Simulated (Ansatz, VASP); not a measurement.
Ag: VASP beside Ansatz

The input POSCAR:

```
Ag
1.0
    2.9487871389      0.0000000000      0.0000000000
   -1.4743935694      2.5537245726      0.0000000000
    0.0000000000      0.0000000000      9.1829847625
Ag
4
Direct
    0.3333333333      0.6666666667      0.2500000000
    0.6666666667      0.3333333333      0.7500000000
    0.0000000000      0.0000000000      0.0000000000
    0.0000000000      0.0000000000      0.5000000000
```

Contents of INCAR.step1:

```
SYSTEM = Ag
PREC = Accurate
ENCUT = 520
ISMEAR = 0
SIGMA = 0.15
LREAL = .FALSE.
LASPH = .TRUE.
NELM = 100
NBANDS = 30
GGA = PE
ALGO = Normal
EDIFF = 1E-4
LWAVE = .TRUE.
LCHARG = .FALSE.
```

File INCAR.step2:

```
SYSTEM = Ag
PREC = Accurate
ENCUT = 520
EDIFF = 1E-6
ISMEAR = 0
SIGMA = 0.15
LREAL = .FALSE.
LASPH = .TRUE.
NELM = 100
ALGO = Normal
ISIF = 2
LWAVE = .FALSE.
LCHARG = .FALSE.
METAGGA = R2SCAN
LMIXTAU = .TRUE.
NBANDS = 30
ISTART = 1
```

KPOINTS

```
Automatic mesh
0
G
  18 18 6
  0 0 0
```

Input for Ansatz:

```yaml
crystal:
  lattice:
    - [2.9487871389, 0.0, 0.0]
    - [-1.4743935694, 2.5537245726, 0.0]
    - [0.0, 0.0, 9.1829847625]
  atoms:
    - { symbol: Ag, position: [0.3333333333, 0.6666666667, 0.25] }
    - { symbol: Ag, position: [0.6666666667, 0.3333333333, 0.75] }
    - { symbol: Ag, position: [0.0, 0.0, 0.0] }
    - { symbol: Ag, position: [0.0, 0.0, 0.5] }
basis:
  ecutwfc: 500
kpoints:
  mp_grid: { grid: [18, 18, 6] }
hamiltonian:
  xc: r2scan
scf:
  occupations: { method: gaussian, width: 0.15 }
output:
  forces: true
  stress: true
  eigenvalues: true
```

Change from the starting cell: strain +0.015 along x and y, -0.030 along z, atoms carried along.

Alike in both runs: task single point; functional r2SCAN; k mesh 18 × 18 × 6; occupations gaussian, width 0.15 eV; no spin polarisation.

```csv
,VASP,Ansatz
version,VASP 6.6.1,Ansatz 0.2.0
potentials or method,"VASP PAW PBE potentials, release 64 (Ag), cutoff 520 eV","scalar-relativistic, plane waves, PAW"
valence electrons in the cell,44,76
```

|  | VASP | Ansatz | Ansatz less VASP |
| --- | --- | --- | --- |
| gap on the k mesh at the Fermi level (eV) | none | none | - |
| pressure (GPa) | 0.5 | 0.4 | -0.13 |
| traceless stress, the component that is largest in VASP (GPa) | 3.01 | 2.96 | -0.046 |

VASP's potentials were made for PBE, not for r2SCAN. A gap of «none» marks a metal or a gap that the smearing closes. The functional is the same, so the differences come from potentials, cutoffs and numerics. VASP's potentials hold 44 valence electrons a cell and Ansatz's 76, so a difference there can come from the potentials and not from the codes.
